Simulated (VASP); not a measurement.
Here is a VASP 6.6.1 calculation.

The input INCAR:

```
PREC = Accurate
ENCUT = 520
EDIFF = 1E-7
ISMEAR = 0
SIGMA = 0.05
LREAL = False
LASPH = True
NELM = 150
ALGO = Normal
ISIF = 2
LWAVE = False
LCHARG = False
ISPIN = 2
MAGMOM = 3.88 0
LORBIT = 11
LMAXMIX = 4
GGA = PE
NBANDS = 20
```

KPOINTS

```
regular mesh
0
Gamma
  12 12 12
```

The input POSCAR:

```
MnAs
1.0
    0.0000000000      2.8109606322      2.8109606322
    2.8109606322      0.0000000000      2.8109606322
    2.8109606322      2.8109606322      0.0000000000
Mn As
1 1
Direct
    0.0000000000      0.0000000000      0.0000000000
    0.2500000000      0.2500000000      0.2500000000
```

Potentials or basis: VASP PAW PBE potentials, release 64 (Mn_pv, As).

Command:

```bash
$ cat potpaw_PBE.64/Mn_pv/POTCAR potpaw_PBE.64/As/POTCAR > POTCAR
$ mpirun -np 1 vasp_std > vasp.out
```

Task: Estimate the pressure.

Result: 1.1 GPa.

Task: Predict the net moment.

Result: 3.65 μB per cell.

Caveat: a cell with one magnetic atom can't hold antiferromagnetic order, which such compounds often take.
